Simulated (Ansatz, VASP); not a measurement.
## MgMnCoO4 in VASP and in Ansatz

```
CELL_PARAMETERS angstrom
2.93100 0.00000 0.00000
0.21411 5.21366 0.00000
0.10987 1.42991 5.03928
ATOMIC_POSITIONS crystal
Co 0.96321 0.57791 0.58703
Mn 0.50693 0.96816 0.96722
Mg 0.47399 0.30015 0.29112
O 0.49359 0.28676 0.67304
O 0.99131 0.14167 0.13123
O 0.02403 0.81669 0.81987
O 0.50997 0.67994 0.28787
```

Alike in both runs: task single point; functional PBE; k mesh 9 × 6 × 5; occupations fermi-dirac, width 0.05 eV; collinear spin.

```csv
,VASP,Ansatz
version,VASP 6.6.1,Ansatz 0.2.0
potentials or method,"VASP PAW PBE potentials, release 64 (Co, Mn_pv, Mg, O)",Ansatz PAW
plane-wave cutoff (eV),520,420
valence electrons in the cell,48,66
```

|  | VASP | Ansatz | Ansatz less VASP |
| --- | --- | --- | --- |
| pressure (GPa) | -4.2 | -5.2 | -0.97 |
| traceless stress, the component that is largest in VASP (GPa) | -2.14 | -0.43 | +1.710 |
| rms of the force components (eV/Å) | 0.080 | 0.169 | +0.0896 |
| net moment per atom (μB) | 0.86 | 0.00 | -0.855 |
| size of the moment on the site where the two differ most (μB) | 2.74 | 2.51 | -0.233 |

The net moments are unlike, so the other rows may belong to different states. Site moments also hang on the region over which each program counts them. Atom by atom the forces differ by 0.151 eV/Å (rms over components). VASP's potentials hold 48 valence electrons a cell and Ansatz's 66, so a difference there can come from the potentials and not from the codes.

Noted on Ansatz's run: odd divisions of the mesh miss points on the zone boundary, where band edges often lie, so the gap on the mesh can be too wide.
